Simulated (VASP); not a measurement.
# GaAs (F-43m) in VASP: notebook

Runs on GaAs. Level: PBEsol. Tasks: electric field gradients, vibrations by perturbation theory.

All numbers are computed with VASP 6.6.1; they aren't measurements. Logs are shortened: lines on timing, memory, paths and dates and some standing lists are left out, and cuts for length are marked.

**The experiment to reproduce.**

From “Evidence of valence band perturbations in GaAsN/GaAs(001): A combined variable-angle spectroscopic ellipsometry and modulated photoreflectance investigation”, 2008, arxiv:0805.2212, for a bulk crystal of GaAs at 300 K: band gap 1.412 ± 0.01 eV (direct).

How close the calculation comes is told below.

**1. The cell of the first run**

It takes space group F-43m (No. 216, cubic). Conventional cell: a = 5.659 Å, b = 5.659 Å, c = 5.659 Å, α = 90.00°, β = 90.00°, γ = 90.00°. Ga (site symmetry -43m) has 4 As at 2.45 Å within 3.2 Å. Within 3.2 Å of As (site symmetry -43m) lie 4 Ga at 2.45 Å.

**2. Electric field gradients, PBEsol**

Input file INCAR:

```
PREC = Accurate
ENCUT = 520
EDIFF = 1E-8
ISMEAR = 0
SIGMA = 0.05
LREAL = False
LASPH = True
NELM = 80
ALGO = Normal
ISIF = 2
LWAVE = False
LCHARG = False
GGA = PS
LEFG = True
NBANDS = 16
```

Input file KPOINTS:

```
Automatic mesh
0
Gamma
  10 10 10
```

Input file POSCAR:

```
GaAs
1.0
    0.0000000000      2.8295099419      2.8295099419
    2.8295099419      0.0000000000      2.8295099419
    2.8295099419      2.8295099419      0.0000000000
Ga As
1 1
Direct
    0.0000000000      0.0000000000      0.0000000000
    0.7500000000      0.7500000000      0.7500000000
```

Potentials or basis: VASP PAW PBE potentials, release 64 (Ga_d, As).

Run with:

```bash
cat potpaw_PBE.64/Ga_d/POTCAR potpaw_PBE.64/As/POTCAR > POTCAR
mpirun -np 1 vasp_std > vasp.out
```

OUTCAR:

```text
PREC = Accurate
   ENCUT = 520
   EDIFF = 1E-8
   ISMEAR = 0
   LREAL = False
   LASPH = True
   NELM = 80
   ISIF = 2
   GGA = PS

 ion  position               nearest neighbor table
   1  0.000  0.000  0.000-   2 2.45   2 2.45   2 2.45   2 2.45
   2  0.750  0.750  0.750-   1 2.45   1 2.45   1 2.45   1 2.45

  LATTYP: Found a face centered cubic cell.
 ALAT       =     5.6590198838

  Lattice vectors:

 A1 = (   0.0000000000,   2.8295099419,   2.8295099419)
 A2 = (   2.8295099419,   0.0000000000,   2.8295099419)
 A3 = (   2.8295099419,   2.8295099419,   0.0000000000)

Analysis of symmetry for initial positions (statically):
=====================================================================
 Subroutine PRICEL returns:
 Original cell was already a primitive cell.

 Routine SETGRP: Setting up the symmetry group for a
 face centered cubic supercell.

 Subroutine GETGRP returns: Found 24 space group operations
 (whereof 24 operations were pure point group operations)
 out of a pool of 48 trial point group operations.

The static configuration has the point symmetry T_d .

Analysis of symmetry for dynamics (positions and initial velocities):
=====================================================================
 Subroutine PRICEL returns:
 Original cell was already a primitive cell.

 Routine SETGRP: Setting up the symmetry group for a
 face centered cubic supercell.

 Subroutine GETGRP returns: Found 24 space group operations
 (whereof 24 operations were pure point group operations)
 out of a pool of 48 trial point group operations.

The dynamic configuration has the point symmetry T_d .

 Subroutine INISYM returns: Found 24 space group operations
 (whereof 24 operations are pure point group operations),
 and found     1 'primitive' translations

----------------------------------------------------------------------------------------

                                     Primitive cell

  volume of cell :      45.3068

  direct lattice vectors                    reciprocal lattice vectors
     0.000000000  2.829509942  2.829509942    -0.176709045  0.176709045  0.176709045
     2.829509942  0.000000000  2.829509942     0.176709045 -0.176709045  0.176709045
     2.829509942  2.829509942  0.000000000     0.176709045  0.176709045 -0.176709045

  length of vectors
     4.001531335  4.001531335  4.001531335     0.306069044  0.306069044  0.306069044

  position of ions in fractional coordinates (direct lattice)
     0.000000000  0.000000000  0.000000000
     0.750000000  0.750000000  0.750000000

  ion indices of the primitive-cell ions
   primitive index   ion index
                 1           1
                 2           2

----------------------------------------------------------------------------------------

 KPOINTS: Automatic mesh

Automatic generation of k-mesh.
 Grid dimensions read from file:
 generate k-points for:   10   10   10

 Generating k-lattice:

  Cartesian coordinates                     Fractional coordinates (reciprocal lattice)
    -0.017670905  0.017670905  0.017670905     0.100000000  0.000000000  0.000000000
     0.017670905 -0.017670905  0.017670905     0.000000000  0.100000000  0.000000000
     0.017670905  0.017670905 -0.017670905     0.000000000  0.000000000  0.100000000

  Length of vectors
     0.030606904  0.030606904  0.030606904

  Shift w.r.t. Gamma in fractional coordinates (k-lattice)
     0.000000000  0.000000000  0.000000000

 Subroutine IBZKPT returns following result:
 ===========================================

 Found     47 irreducible k-points:

 Following reciprocal coordinates:
            Coordinates               Weight
  0.000000  0.000000  0.000000      1.000000
  0.100000  0.000000  0.000000      8.000000
  0.200000  0.000000  0.000000      8.000000
  0.300000  0.000000  0.000000      8.000000
  0.400000  0.000000  0.000000      8.000000
  0.500000  0.000000  0.000000      4.000000
[... 16 lines left out ...]
  0.300000  0.300000  0.000000      6.000000
  0.400000  0.300000  0.000000     24.000000
 [... further k-points ...]
   k-points           NKPTS =     47   k-points in BZ     NKDIM =     47   number of bands    NBANDS=     16
   number of dos      NEDOS =    301   number of ions     NIONS =      2
   total plane-waves  NPLWV =  27000
   dimension x,y,z NGX =    30 NGY =   30 NGZ =   30
   dimension x,y,z NGXF=    60 NGYF=   60 NGZF=   60
   ions per type =               1   1
   NGX,Y,Z   is equivalent  to a cutoff of  12.46, 12.46, 12.46 a.u.
   NGXF,Y,Z  is equivalent  to a cutoff of  24.93, 24.93, 24.93 a.u.
 SYSTEM =  unknown system
   PREC   = accura    normal or accurate (medium, high low for compatibility)
   ISTART =      0    job   : 0-new  1-cont  2-samecut
   ICHARG =      2    charge: 1-file 2-atom 10-const
   ISPIN  =      1    spin polarized calculation?
   LNONCOLLINEAR =      F non collinear calculations
   LSORBIT =      F    spin-orbit coupling
   LASPH  =      T    aspherical Exc in radial PAW
   ENCUT  =  520.0 eV  38.22 Ry    6.18 a.u.   7.44  7.44  7.44*2*pi/ulx,y,z
   NELM   =     80;   NELMIN=  2; NELMDL= -5     # of ELM steps
   EDIFF  = 0.1E-07   stopping-criterion for ELM
   LREAL  =      F    real-space projection
   EDIFFG = 0.1E-06   stopping-criterion for IOM
   NSW    =      0    number of steps for IOM
   IBRION =     -1    ionic relax: 0-MD 1-quasi-New 2-CG
   NFREE  =      0    steps in history (QN), initial steepest desc. (CG)
   ISIF   =      2    stress and relaxation
   ISYM   =      2    0-nonsym 1-usesym 2-fastsym
   POTIM  = 0.5000    time-step for ionic-motion
   TEBEG  =    0.0;   TEEND  =   0.0 temperature during run
   PSTRESS=    0.0 pullay stress
   NELECT =      18.0000    total number of electrons
   NUPDOWN=      -1.0000    fix difference up-down
   EMIN   =  10.00;   EMAX   =-10.00  energy-range for DOS
   EFERMI =   0.00;   METHOD = LEGACY
   ISMEAR =     0;   SIGMA  =   0.05  broadening in eV -4-tet -1-fermi 0-gaus
   EFERMI_NEDOS =   21; number of points for ismear=-14 and -15
   IALGO  =     38    algorithm
   IMIX   =      4    mixing-type and parameters
     AMIX     =   0.40;   BMIX     =  1.00
     AMIX_MAG =   1.60;   BMIX_MAG =  1.00
  volume/ion in A,a.u.               =      22.65       152.87
  Fermi-wavevector in a.u.,A,eV,Ry     =   1.203495  2.274277 19.706695  1.448401
  Thomas-Fermi vector in A             =   2.339247
   LORBIT       =      0    0 simple, 1 ext, 2 COOP (PROOUT), +10 PAW based schemes
   GGA     = PS    functional components
   LHFCALC =     F    Hartree Fock is set to
   AEXX    =    0.0000 exact exchange contribution
   IVDW    =     0    specifies the selected vdW correction
   LEPSILON=     F    determine dielectric tensor
   LRPA    =     F    only Hartree local field effects (RPA)
 non-spin polarized calculation
 Gauss-broadening in eV      SIGMA  =   0.05
  energy-cutoff  :      520.00
  volume of cell :       45.31
 maximum number of plane-waves:      1243
 NGX is ok and might be reduce to    30
   NGX = 15   NGY = 15   NGZ = 15

 number of electron      17.9999993 magnetization

 Free energy of the ion-electron system (eV)
  ---------------------------------------------------
  ext. energy  EPLUGINS =         0.00000000
  ---------------------------------------------------
  free energy    TOTEN  =        -9.09152832 eV

  energy without entropy =       -9.09152832  energy(sigma->0) =       -9.09152832

 E-fermi :   3.9782     XC(G=0):  -9.7603

 val. band max:        3.7774916077   @ k =   0.0000   0.0000   0.0000
 cond. band min:       4.2126180001   @ k =   0.0000   0.0000   0.0000
 fundamental gap:      0.4351263925
 Fermi energy:         3.9782095632

 k-point     1 :       0.0000    0.0000    0.0000
  band No.  band energies     occupation
      1     -10.9911      2.00000
      2     -10.9911      2.00000
      3     -10.9911      2.00000
      4     -10.9117      2.00000
      5     -10.9117      2.00000
      6      -8.9545      2.00000
[... 8 lines left out ...]
     15      13.8799      0.00000
     16      13.8799      0.00000
[... 419 lines left out ...]
 k-point    24 :       0.4000    0.3000    0.0000
  band No.  band energies     occupation
      1     -11.0836      2.00000
      2     -10.9549      2.00000
      3     -10.9534      2.00000
      4     -10.9296      2.00000
      5     -10.9021      2.00000
      6      -7.2163      2.00000
[... 8 lines left out ...]
     15      16.0148      0.00000
     16      16.4822      0.00000

 [... further k-points ...]

------------------------ aborting loop because EDIFF is reached ----------------------------------------

  FORCE on cell =-STRESS in cart. coord.  units (eV):
  Direction    XX          YY          ZZ          XY          YZ          ZX
  --------------------------------------------------------------------------------------
  -------------------------------------------------------------------------------------
  Total        0.0452096      0.0452096      0.0452096      0.0000000      0.0000000      0.0000000
  in kB        1.5987374      1.5987374      1.5987374      0.0000000      0.0000000      0.0000000
  external PRESSURE =       1.5987374 kB  Pullay stress =       0.0000000 kB

 VOLUME and BASIS-vectors are now :
 -----------------------------------------------------------------------------
  energy-cutoff  :      520.00
  volume of cell :       45.31
      direct lattice vectors                 reciprocal lattice vectors
     0.000000000  2.829509942  2.829509942    -0.176709045  0.176709045  0.176709045
     2.829509942  0.000000000  2.829509942     0.176709045 -0.176709045  0.176709045
     2.829509942  2.829509942  0.000000000     0.176709045  0.176709045 -0.176709045

 POSITION                                       TOTAL-FORCE (eV/Angst)
 -----------------------------------------------------------------------------------
      0.00000      0.00000      0.00000         0.000000      0.000000      0.000000
      4.24426      4.24426      4.24426        -0.000000     -0.000000     -0.000000
 -----------------------------------------------------------------------------------
    total drift:                               -0.000000     -0.000000     -0.000000

  FREE ENERGIE OF THE ION-ELECTRON SYSTEM (eV)
  ---------------------------------------------------
  free  energy   TOTEN  =        -9.0915283218 eV

  energy  without entropy=       -9.0915283218  energy(sigma->0) =       -9.09152832

 Electric field gradients (V/A^2)
---------------------------------------------------------------------
 ion       V_xx      V_yy      V_zz      V_xy      V_xz      V_yz
---------------------------------------------------------------------
   1      -0.000    -0.000     0.000    -0.003    -0.003    -0.003
   2      -0.000    -0.000    -0.000     0.000     0.000     0.000
---------------------------------------------------------------------

 Electric field gradients after diagonalization (V/A^2)
 (convention: |V_zz| > |V_xx| > |V_yy|)
----------------------------------------------------------------------
 ion       V_xx      V_yy      V_zz     asymmetry (V_yy - V_xx)/ V_zz
----------------------------------------------------------------------
   1       0.003     0.003    -0.006       0.000
   2      -0.000    -0.000     0.000       0.000
----------------------------------------------------------------------

           NMR quadrupolar parameters

 Cq : quadrupolar parameter    Cq=e*Q*V_zz/h
 eta: asymmetry parameters     (V_yy - V_xx)/ V_zz
 Q  : nuclear electric quadrupole moment in mb (millibarn)
----------------------------------------------------------------------
 ion       Cq(MHz)       eta       Q (mb)
----------------------------------------------------------------------
   1      -0.000       0.000       1.000
   2       0.000       0.000       1.000
----------------------------------------------------------------------
```

Run time: 34 s. Hardware: 1 thread of Intel Xeon 6975P-C (Granite Rapids), shared host; peak memory 0.18 GiB.

Results:

```
Free energy            : -9.0915 eV
Pressure               : 0.2 GPa
Band gap on the k mesh : 0.44 eV, direct
```

Caveat: without QUAD_EFG the Cq values of the log hold for a quadrupole moment of 1 mb, not for the nuclei; the PAW data sets were made with another functional, which shifts forces and pressure a little.

**3. Vibrations by perturbation theory, PBEsol (phonons by finite displacements)**

Input file INCAR:

```
ALGO = Normal ; EDIFF = 1E-8
ENCUT = 520 ; GGA = PS
IBRION = 8 ; ISIF = 2
ISMEAR = 0 ; LASPH = True
LCHARG = False ; LREAL = False
LWAVE = False ; NELM = 80
NSW = 1 ; PREC = Accurate
SIGMA = 0.05
```

Input file KPOINTS:

```
k-points
0
Gamma
  8 8 8
```

POSCAR is that of step 2.

Potentials or basis: VASP PAW PBE potentials, release 64 (Ga_d, As).

Run with:

```bash
cat potpaw_PBE.64/Ga_d/POTCAR potpaw_PBE.64/As/POTCAR > POTCAR
mpirun -np 1 vasp_std > vasp.out
```

OUTCAR:

```text
EDIFF = 1E-8
   ENCUT = 520
   GGA = PS
   IBRION = 8
   ISIF = 2
   ISMEAR = 0
   LASPH = True
   LREAL = False
   NELM = 80
   NSW = 1
   PREC = Accurate

 ion  position               nearest neighbor table
   1  0.000  0.000  0.000-   2 2.45   2 2.45   2 2.45   2 2.45
   2  0.750  0.750  0.750-   1 2.45   1 2.45   1 2.45   1 2.45

  LATTYP: Found a face centered cubic cell.
 ALAT       =     5.6590198838

  Lattice vectors:

 A1 = (   0.0000000000,   2.8295099419,   2.8295099419)
 A2 = (   2.8295099419,   0.0000000000,   2.8295099419)
 A3 = (   2.8295099419,   2.8295099419,   0.0000000000)

Analysis of symmetry for initial positions (statically):
=====================================================================
 Subroutine PRICEL returns:
 Original cell was already a primitive cell.

 Routine SETGRP: Setting up the symmetry group for a
 face centered cubic supercell.

 Subroutine GETGRP returns: Found 24 space group operations
 (whereof 24 operations were pure point group operations)
 out of a pool of 48 trial point group operations.

The static configuration has the point symmetry T_d .

Analysis of symmetry for dynamics (positions and initial velocities):
=====================================================================
 Subroutine PRICEL returns:
 Original cell was already a primitive cell.

 Routine SETGRP: Setting up the symmetry group for a
 face centered cubic supercell.

 Subroutine GETGRP returns: Found 24 space group operations
 (whereof 24 operations were pure point group operations)
[... 569 lines left out ...]
 -----------------------------------------------------------------------------------
    total drift:                               -0.000000     -0.000000     -0.000000

  FREE ENERGIE OF THE ION-ELECTRON SYSTEM (eV)
  ---------------------------------------------------
  free  energy   TOTEN  =        -9.0874568677 eV

  energy  without entropy=       -9.0874568677  energy(sigma->0) =       -9.08745687

[... ionic steps 2 to 3 ...]

--------------------------------------- Ionic step        4  -------------------------------------------

------------------------ aborting loop because EDIFF is reached ----------------------------------------

[... ionic steps 5 to 6 ...]

--------------------------------------- Ionic step        7  -------------------------------------------

 Free energy of the ion-electron system (eV)
  ---------------------------------------------------
  ---------------------------------------------------
  free energy    TOTEN  =        -0.04368088 eV

  energy without entropy =       -0.04368088

------------------------ aborting loop because EDIFF is reached ----------------------------------------

 INTERNAL STRAIN TENSOR  FOR ION    2  DIRECTION 1   (eV/Angst):
 -----------------------------------------------------------------------------
    -0.00760  0.00000  0.00000
     0.00000  0.00576  6.93194
     0.00000  6.93194  0.00576

 INTERNAL STRAIN TENSOR FOR ION    2 for displacements in x,y,z  (eV/Angst):
          X           Y           Z          XY          YZ          ZX
  --------------------------------------------------------------------------------
  x     0.00000    -0.00000    -0.00000     0.00000     6.93194     0.00000
  y    -0.00000     0.00000    -0.00000     0.00000     0.00000     6.93194
  z    -0.00000    -0.00000     0.00000     6.93194     0.00000     0.00000

 SECOND DERIVATIVES (NOT SYMMETRIZED)
 ------------------------------------
               1X          1Y          1Z          2X          2Y          2Z
  1X    -9.166126    0.000000    0.000000    9.166126    0.000000    0.000000
  1Y     0.000000   -9.166126    0.000000    0.000000    9.166126    0.000000
  1Z     0.000000    0.000000   -9.166126    0.000000    0.000000    9.166126
  2X     9.224221    0.000000    0.000000   -9.224221    0.000000    0.000000
  2Y     0.000000    9.224221    0.000000    0.000000   -9.224221    0.000000
  2Z     0.000000    0.000000    9.224221    0.000000    0.000000   -9.224221

 Eigenvectors and eigenvalues of the dynamical matrix
 ----------------------------------------------------

   1 f  =    7.887976 THz    49.561614 2PiTHz  263.114554 cm-1    32.622032 meV
             X         Y         Z           dx          dy          dz
      0.000000  0.000000  0.000000     0.718606   -0.000000    0.000000
      4.244265  4.244265  4.244265    -0.695418    0.000000    0.000000
[... 21 lines left out ...]
   6 f/i=    0.012452 THz     0.078240 2PiTHz    0.415365 cm-1     0.051499 meV
             X         Y         Z           dx          dy          dz
      0.000000  0.000000  0.000000    -0.664196    0.206033    0.000000
      4.244265  4.244265  4.244265    -0.686343    0.212903    0.000000

--------------------------------------------------------------------------------------------------------

 ELASTIC MODULI CONTR FROM IONIC RELAXATION (kBar)
 Direction    XX          YY          ZZ          XY          YZ          ZX
 --------------------------------------------------------------------------------
 XX          -0.0000      0.0000      0.0000      0.0000     -0.0000      0.0000
 YY           0.0000     -0.0000     -0.0000      0.0000      0.0000     -0.0000
 ZZ           0.0000     -0.0000     -0.0000     -0.0000      0.0000      0.0000
 XY           0.0000      0.0000     -0.0000   -182.8887      0.0000      0.0000
 YZ          -0.0000      0.0000      0.0000      0.0000   -182.8887      0.0000
 ZX           0.0000     -0.0000      0.0000      0.0000      0.0000   -182.8887
 --------------------------------------------------------------------------------
```

Run time: 3.7 min. Hardware: 1 thread of Intel Xeon 6975P-C (Granite Rapids), shared host; peak memory 0.29 GiB.

What came out:

- Highest phonon frequency at Γ, LO-TO splitting left out: 263 cm⁻¹

Phonon frequencies in cm⁻¹ (negative: imaginary):
```
              q point        frequencies
(0.000, 0.000, 0.000)  0 0 0 263 263 263
```

Caveat: the cell differs from its parent crystal (phonons by finite displacements); the PAW data sets were made with another functional, which shifts forces and pressure a little.

(Continued in part 2 of 2.)
